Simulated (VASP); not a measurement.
# Si2Ni (Fm-3m) in VASP: a series of runs

Aim: see how the results for Si2Ni move with the level of theory and the settings. Levels: PBE+U, revPBE+U. Tasks: single point, electric field gradients.

All numbers are computed with VASP 6.6.1; they aren't measurements. Logs are shortened: lines on timing, memory, paths and dates and some standing lists are left out, and cuts for length are marked.

## 1. The cell of the first run

It takes space group Fm-3m (No. 225, cubic). The conventional cell has a = 5.447 Å, b = 5.447 Å, c = 5.447 Å, α = 90.00°, β = 90.00°, γ = 90.00°. Ni (site symmetry m-3m) has 8 Si at 2.36 Å within 3.1 Å. Si (site symmetry -43m) has 4 Ni at 2.36 Å and 6 Si at 2.72 Å within 3.1 Å.

## 2. Single point, PBE+U, collinear spin, ferromagnetic start

INCAR reads:

```
SYSTEM = Si2Ni
ALGO = Normal ; EDIFF = 1E-6
ENCUT = 690 ; GGA = PE
GGA_COMPAT = .FALSE. ; ISIF = 2
ISMEAR = -1 ; ISPIN = 2
LASPH = .TRUE. ; LCHARG = .TRUE.
LDAU = .TRUE. ; LDAUJ = 0 0
LDAUL = 2 -1 ; LDAUPRINT = 1
LDAUTYPE = 2 ; LDAUU = 6 0
LELF = .TRUE. ; LMAXMIX = 4
LORBIT = 11 ; LREAL = .FALSE.
LVHAR = .TRUE. ; LWAVE = .FALSE.
MAGMOM = 1 0 0 ; NBANDS = 24
NELM = 200 ; PREC = Accurate
SIGMA = 0.05
```

KPOINTS reads:

```
k-points
0
G
  9 9 9
  0 0 0
```

POSCAR reads:

```
Si2Ni
1.0
    0.0000000000      2.7236183262      2.7236183262
    2.7236183262      0.0000000000      2.7236183262
    2.7236183262      2.7236183262      0.0000000000
Ni Si
1 2
Direct
    0.0000000000      0.0000000000      0.0000000000
    0.7500000000      0.7500000000      0.7500000000
    0.2500000000      0.2500000000      0.2500000000
```

Potentials or basis: VASP PAW PBE potentials, release 64 (Ni_sv_GW, Si).

Launch:

```bash
cat potpaw_PBE.64/Ni_sv_GW/POTCAR potpaw_PBE.64/Si/POTCAR > POTCAR
mpirun -np 1 vasp_std > vasp.out
```

OUTCAR:

```text
SYSTEM = Si2Ni
   EDIFF = 1E-6
   ENCUT = 690
   GGA = PE
   ISIF = 2
   ISMEAR = -1
   ISPIN = 2
   LASPH = .TRUE.
   LORBIT = 11
   LREAL = .FALSE.
   NELM = 200
   PREC = Accurate

 ion  position               nearest neighbor table
   1  0.000  0.000  0.000-   2 2.36   2 2.36   2 2.36   2 2.36   3 2.36   3 2.36   3 2.36   3 2.36

   2  0.750  0.750  0.750-   1 2.36   1 2.36   1 2.36   1 2.36   3 2.72   3 2.72   3 2.72   3 2.72
                             3 2.72   3 2.72
   3  0.250  0.250  0.250-   1 2.36   1 2.36   1 2.36   1 2.36   2 2.72   2 2.72   2 2.72   2 2.72
                             2 2.72   2 2.72

  LATTYP: Found a face centered cubic cell.
 ALAT       =     5.4472366524

  Lattice vectors:

 A1 = (   0.0000000000,   2.7236183262,   2.7236183262)
 A2 = (   2.7236183262,   0.0000000000,   2.7236183262)
 A3 = (   2.7236183262,   2.7236183262,   0.0000000000)

Analysis of symmetry for initial positions (statically):
=====================================================================
 Subroutine PRICEL returns:
 Original cell was already a primitive cell.

 Routine SETGRP: Setting up the symmetry group for a
 face centered cubic supercell.

 Subroutine GETGRP returns: Found 48 space group operations
 (whereof 48 operations were pure point group operations)
 out of a pool of 48 trial point group operations.

The static configuration has the point symmetry O_h .

Analysis of symmetry for dynamics (positions and initial velocities):
=====================================================================
 Subroutine PRICEL returns:
 Original cell was already a primitive cell.

 Routine SETGRP: Setting up the symmetry group for a
 face centered cubic supercell.

 Subroutine GETGRP returns: Found 48 space group operations
 (whereof 48 operations were pure point group operations)
 out of a pool of 48 trial point group operations.

The dynamic configuration has the point symmetry O_h .

Analysis of structural, dynamic, and magnetic symmetry:
=====================================================================
 Subroutine PRICEL returns:
 Original cell was already a primitive cell.

 Routine SETGRP: Setting up the symmetry group for a
 face centered cubic supercell.

 Subroutine GETGRP returns: Found 48 space group operations
 (whereof 48 operations were pure point group operations)
 out of a pool of 48 trial point group operations.

The overall configuration has the point symmetry O_h .

 Subroutine INISYM returns: Found 48 space group operations
 (whereof 48 operations are pure point group operations),
 and found     1 'primitive' translations

----------------------------------------------------------------------------------------

                                     Primitive cell

  volume of cell :      40.4081

  direct lattice vectors                    reciprocal lattice vectors
     0.000000000  2.723618326  2.723618326    -0.183579320  0.183579320  0.183579320
     2.723618326  0.000000000  2.723618326     0.183579320 -0.183579320  0.183579320
     2.723618326  2.723618326  0.000000000     0.183579320  0.183579320 -0.183579320

  length of vectors
     3.851777976  3.851777976  3.851777976     0.317968709  0.317968709  0.317968709

  position of ions in fractional coordinates (direct lattice)
     0.000000000  0.000000000  0.000000000
     0.750000000  0.750000000  0.750000000
     0.250000000  0.250000000  0.250000000

  ion indices of the primitive-cell ions
   primitive index   ion index
                 1           1
                 2           2
                 3           3

----------------------------------------------------------------------------------------

 KPOINTS: k-points

Automatic generation of k-mesh.
 Grid dimensions read from file:
 generate k-points for:    9    9    9

 Generating k-lattice:

  Cartesian coordinates                     Fractional coordinates (reciprocal lattice)
    -0.020397702  0.020397702  0.020397702     0.111111111  0.000000000  0.000000000
     0.020397702 -0.020397702  0.020397702     0.000000000  0.111111111  0.000000000
     0.020397702  0.020397702 -0.020397702     0.000000000  0.000000000  0.111111111

  Length of vectors
     0.035329857  0.035329857  0.035329857

  Shift w.r.t. Gamma in fractional coordinates (k-lattice)
     0.000000000  0.000000000  0.000000000

 Subroutine IBZKPT returns following result:
 ===========================================

 Found     35 irreducible k-points:

 Following reciprocal coordinates:
            Coordinates               Weight
  0.000000  0.000000  0.000000      1.000000
  0.111111  0.000000  0.000000      8.000000
  0.222222  0.000000  0.000000      8.000000
  0.333333  0.000000  0.000000      8.000000
  0.444444  0.000000  0.000000      8.000000
  0.111111  0.111111  0.000000      6.000000
[... 16 lines left out ...]
 -0.333333  0.333333  0.000000     12.000000
  0.444444  0.444444  0.000000      6.000000
 [... further k-points ...]
   k-points           NKPTS =     35   k-points in BZ     NKDIM =     35   number of bands    NBANDS=     24
   number of dos      NEDOS =    301   number of ions     NIONS =      3
   total plane-waves  NPLWV =  46656
   dimension x,y,z NGX =    36 NGY =   36 NGZ =   36
   dimension x,y,z NGXF=    72 NGYF=   72 NGZF=   72
   ions per type =               1   2
   NGX,Y,Z   is equivalent  to a cutoff of  15.54, 15.54, 15.54 a.u.
   NGXF,Y,Z  is equivalent  to a cutoff of  31.08, 31.08, 31.08 a.u.
 SYSTEM =  Si2Ni
   PREC   = accura    normal or accurate (medium, high low for compatibility)
   ISTART =      0    job   : 0-new  1-cont  2-samecut
   ICHARG =      2    charge: 1-file 2-atom 10-const
   ISPIN  =      2    spin polarized calculation?
   LNONCOLLINEAR =      F non collinear calculations
   LSORBIT =      F    spin-orbit coupling
   LASPH  =      T    aspherical Exc in radial PAW
   ENCUT  =  690.0 eV  50.71 Ry    7.12 a.u.   8.25  8.25  8.25*2*pi/ulx,y,z
   NELM   =    200;   NELMIN=  2; NELMDL= -5     # of ELM steps
   EDIFF  = 0.1E-05   stopping-criterion for ELM
   LREAL  =      F    real-space projection
   EDIFFG = 0.1E-04   stopping-criterion for IOM
   NSW    =      0    number of steps for IOM
   IBRION =     -1    ionic relax: 0-MD 1-quasi-New 2-CG
   NFREE  =      0    steps in history (QN), initial steepest desc. (CG)
   ISIF   =      2    stress and relaxation
   ISYM   =      2    0-nonsym 1-usesym 2-fastsym
   POTIM  = 0.5000    time-step for ionic-motion
   TEBEG  =    0.0;   TEEND  =   0.0 temperature during run
   PSTRESS=    0.0 pullay stress
   NELECT =      26.0000    total number of electrons
   NUPDOWN=      -1.0000    fix difference up-down
   EMIN   =  10.00;   EMAX   =-10.00  energy-range for DOS
   EFERMI =   0.00;   METHOD = LEGACY
   ISMEAR =    -1;   SIGMA  =   0.05  broadening in eV -4-tet -1-fermi 0-gaus
   EFERMI_NEDOS =   21; number of points for ismear=-14 and -15
   IALGO  =     38    algorithm
   IMIX   =      4    mixing-type and parameters
     AMIX     =   0.40;   BMIX     =  1.00
     AMIX_MAG =   1.60;   BMIX_MAG =  1.00
  volume/ion in A,a.u.               =      13.47        90.90
  Fermi-wavevector in a.u.,A,eV,Ry     =   1.413328  2.670803 27.177592  1.997497
  Thomas-Fermi vector in A             =   2.534985
   LORBIT       =     11    0 simple, 1 ext, 2 COOP (PROOUT), +10 PAW based schemes
 LDA+U is selected, type is set to LDAUTYPE =  2
   angular momentum for each species LDAUL =     2   -1
   U (eV)           for each species LDAUU =   6.0  0.0
   J (eV)           for each species LDAUJ =   0.0  0.0
   GGA     = PE    functional components
   LHFCALC =     F    Hartree Fock is set to
   AEXX    =    0.0000 exact exchange contribution
   IVDW    =     0    specifies the selected vdW correction
   LEPSILON=     F    determine dielectric tensor
   LRPA    =     F    only Hartree local field effects (RPA)
 spin polarized calculation
  energy-cutoff  :      690.00
  volume of cell :       40.41
 maximum number of plane-waves:      1691
 NGX is ok and might be reduce to    36
   NGX = 17   NGY = 17   NGZ = 17

 number of electron      25.9999988 magnetization       0.0013168

atom =   1  type =  1  l = 2

 onsite density matrix

spin component  1

  0.7708  0.0000 -0.0000  0.0000 -0.0000
  0.0000  0.7708 -0.0000 -0.0000 -0.0000
 -0.0000 -0.0000  0.8495 -0.0000 -0.0000
  0.0000 -0.0000 -0.0000  0.7708 -0.0000
 -0.0000 -0.0000 -0.0000 -0.0000  0.8495

spin component  2

  0.7707  0.0000 -0.0000  0.0000 -0.0000
  0.0000  0.7707 -0.0000 -0.0000 -0.0000
 -0.0000 -0.0000  0.8493 -0.0000 -0.0000
  0.0000 -0.0000 -0.0000  0.7707 -0.0000
 -0.0000 -0.0000 -0.0000 -0.0000  0.8493

 occupancies and eigenvectors

  o =  0.7707  v =  0.0000  0.0000  0.0000  0.0000  0.0000  0.0000 -0.8327  0.0000  0.5537  0.0000      0.0000  0.0000  0.0000  0.0000  0.0000  0.0000  0.0000  0.0000  0.0000  0.0000
  o =  0.7707  v =  0.0000  0.0000  0.0000  0.0000  0.0000  1.0000  0.0000  0.0000  0.0000  0.0000      0.0000  0.0000  0.0000  0.0000  0.0000  0.0000  0.0000  0.0000  0.0000  0.0000
  o =  0.7707  v =  0.0000  0.0000  0.0000  0.0000  0.0000  0.0000  0.5537 -0.0000  0.8327  0.0000      0.0000  0.0000  0.0000  0.0000  0.0000  0.0000  0.0000  0.0000  0.0000  0.0000
  o =  0.7708  v =  0.0000 -0.9911  0.0000 -0.1333 -0.0000  0.0000  0.0000  0.0000  0.0000  0.0000      0.0000  0.0000  0.0000  0.0000  0.0000  0.0000  0.0000  0.0000  0.0000  0.0000
  o =  0.7708  v =  0.0000  0.1333 -0.0000 -0.9911  0.0000  0.0000  0.0000  0.0000  0.0000  0.0000      0.0000  0.0000  0.0000  0.0000  0.0000  0.0000  0.0000  0.0000  0.0000  0.0000
  o =  0.7708  v =  1.0000  0.0000  0.0000  0.0000  0.0000  0.0000  0.0000  0.0000  0.0000  0.0000      0.0000  0.0000  0.0000  0.0000  0.0000  0.0000  0.0000  0.0000  0.0000  0.0000
  o =  0.8493  v =  0.0000  0.0000  0.0000  0.0000  0.0000  0.0000  0.0000 -0.0471 -0.0000  0.9989      0.0000  0.0000  0.0000  0.0000  0.0000  0.0000  0.0000  0.0000  0.0000  0.0000
  o =  0.8493  v =  0.0000  0.0000  0.0000  0.0000  0.0000  0.0000 -0.0000 -0.9989 -0.0000 -0.0471      0.0000  0.0000  0.0000  0.0000  0.0000  0.0000  0.0000  0.0000  0.0000  0.0000
  o =  0.8495  v =  0.0000 -0.0000 -1.0000  0.0000 -0.0083  0.0000  0.0000  0.0000  0.0000  0.0000      0.0000  0.0000  0.0000  0.0000  0.0000  0.0000  0.0000  0.0000  0.0000  0.0000
  o =  0.8495  v =  0.0000 -0.0000 -0.0083  0.0000  1.0000  0.0000  0.0000  0.0000  0.0000  0.0000      0.0000  0.0000  0.0000  0.0000  0.0000  0.0000  0.0000  0.0000  0.0000  0.0000

 number of electron      25.9999988 magnetization      -0.0000928

 Free energy of the ion-electron system (eV)
  ---------------------------------------------------
  ext. energy  EPLUGINS =         0.00000000
  ---------------------------------------------------
  free energy    TOTEN  =       -13.48654329 eV

  energy without entropy =      -13.47987620  energy(sigma->0) =      -13.48320975

 E-fermi :   9.5446     XC(G=0): -11.6217

 val. band max:        9.4582770286   @ k =   0.2222   0.1111   0.0000
 cond. band min:       9.6152864337   @ k =  -0.4444   0.3333   0.0000
 fundamental gap:      0.1570094051
 Fermi energy:         9.5446431009

 spin component 1

 k-point     1 :       0.0000    0.0000    0.0000
  band No.  band energies     occupation
      1     -93.4022      1.00000
      2     -53.8452      1.00000
      3     -53.8452      1.00000
      4     -53.8452      1.00000
      5      -3.9685      1.00000
      6       4.3650      1.00000
[... 16 lines left out ...]
     23      18.8379      0.00000
     24      22.3169      0.00000
[... 1252 lines left out ...]
      4     -53.8454      1.00000
      5      -0.4745      1.00000
      6       2.2142      1.00000
[... 16 lines left out ...]
     23      23.2577      0.00000
     24      23.2577      0.00000

 [... further k-points ...]

------------------------ aborting loop because EDIFF is reached ----------------------------------------

  FORCE on cell =-STRESS in cart. coord.  units (eV):
  Direction    XX          YY          ZZ          XY          YZ          ZX
  --------------------------------------------------------------------------------------
  -------------------------------------------------------------------------------------
  Total       -0.2857044     -0.2857044     -0.2857044     -0.0000000      0.0000000     -0.0000000
  in kB      -11.3281461    -11.3281461    -11.3281461     -0.0000000      0.0000000     -0.0000000
  external PRESSURE =     -11.3281461 kB  Pullay stress =       0.0000000 kB

 VOLUME and BASIS-vectors are now :
 -----------------------------------------------------------------------------
  energy-cutoff  :      690.00
  volume of cell :       40.41
      direct lattice vectors                 reciprocal lattice vectors
     0.000000000  2.723618326  2.723618326    -0.183579320  0.183579320  0.183579320
     2.723618326  0.000000000  2.723618326     0.183579320 -0.183579320  0.183579320
     2.723618326  2.723618326  0.000000000     0.183579320  0.183579320 -0.183579320

 POSITION                                       TOTAL-FORCE (eV/Angst)
 -----------------------------------------------------------------------------------
      0.00000      0.00000      0.00000        -0.000000      0.000000      0.000000
      4.08543      4.08543      4.08543        -0.000000     -0.000000     -0.000000
      1.36181      1.36181      1.36181         0.000000      0.000000      0.000000
 -----------------------------------------------------------------------------------
    total drift:                               -0.000000      0.000000      0.000000

  FREE ENERGIE OF THE ION-ELECTRON SYSTEM (eV)
  ---------------------------------------------------
  free  energy   TOTEN  =       -13.4865432891 eV

  energy  without entropy=      -13.4798762014  energy(sigma->0) =      -13.48320975

 total charge

# of ion       s       p       d       f       tot
--------------------------------------------------
    1        2.245   6.429   7.987   0.003  16.664
    2        0.751   0.824   0.000   0.000   1.575
    3        0.751   0.824   0.000   0.000   1.575
--------------------------------------------------
tot          3.747   8.077   7.987   0.003  19.815

 magnetization (x)

# of ion       s       p       d       f       tot
--------------------------------------------------
    1       -0.000   0.000   0.000   0.000   0.000
    2        0.000  -0.000   0.000   0.000  -0.000
    3        0.000  -0.000   0.000   0.000  -0.000
--------------------------------------------------
tot          0.000  -0.000   0.000   0.000   0.000
```

It took 76 s on 1 thread of Intel Xeon Platinum 8488C (Sapphire Rapids), shared host; peak memory 0.29 GiB.

Results:

```yaml
Free_energy: -13.4865 eV
Pressure: -1.1 GPa
Band_gap_on_the_k_mesh: zero (filled and empty bands overlap)
Net_moment: 0.00 μB per cell
Valence_electrons_inside_the_program's_atomic_spheres: Ni 16.66; Si 1.57
```

Eigenvalues of the final occupation matrices:
| site | spin | trace | eigenvalues |
| --- | --- | --- | --- |
| site 1 d | 1 | 4.01 | 0.77 0.77 0.77 0.85 0.85 |
| site 1 d | 2 | 4.01 | 0.77 0.77 0.77 0.85 0.85 |

Caveat: the moments typed at the start vanished in this run; the U is typed as a test and isn't derived for this compound. The state reached can hang on the start; a lower one may exist.

(Part 1 of 3 ends here.)

The gap in the log of VASP goes by the Fermi energy; the results here count the filled bands.